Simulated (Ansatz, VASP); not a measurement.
# BN in VASP and in Ansatz

```
B N
1.0
     1.25112    0.72234    3.37293
    -1.25112    0.72234    3.37293
     0.00000   -1.44467    3.37293
B N
1 1
Direct
  0.99967 0.99967 0.99967
  0.19904 0.36859 0.43065
```

Change from the starting cell: all N atoms moved -0.300 Å, as atom 2 along Cartesian [1 1 0].

Alike in both runs: task single point; functional PBEsol; k mesh 12 × 12 × 12; occupations gaussian, width 0.05 eV; no spin polarisation.

|  | VASP | Ansatz |
| --- | --- | --- |
| version | VASP 6.6.1 | Ansatz 0.2.0 |
| potentials or method | VASP PAW PBE potentials, release 64 (B, N), cutoff 520 eV | scalar-relativistic, plane waves, PAW |
| valence electrons in the cell | 8 | 8 |

|  | VASP | Ansatz | Ansatz less VASP |
| --- | --- | --- | --- |
| gap on the k mesh at the Fermi level (eV) | 1.39 | 1.40 | +0.016 |
| least direct gap on the mesh (eV) | 3.20 | 3.21 | +0.006 |
| pressure (GPa) | 27.7 | 27.6 | -0.03 |
| traceless stress, the component that is largest in VASP (GPa) | 43.97 | 43.69 | -0.280 |
| rms of the force components (eV/Å) | 5.559 | 5.552 | -0.0077 |

VASP's potentials were made for PBE, not for PBEsol. Atom by atom the forces differ by 0.016 eV/Å (rms over components). With one functional, cell and mesh, what is left measures potentials, basis and numerics.
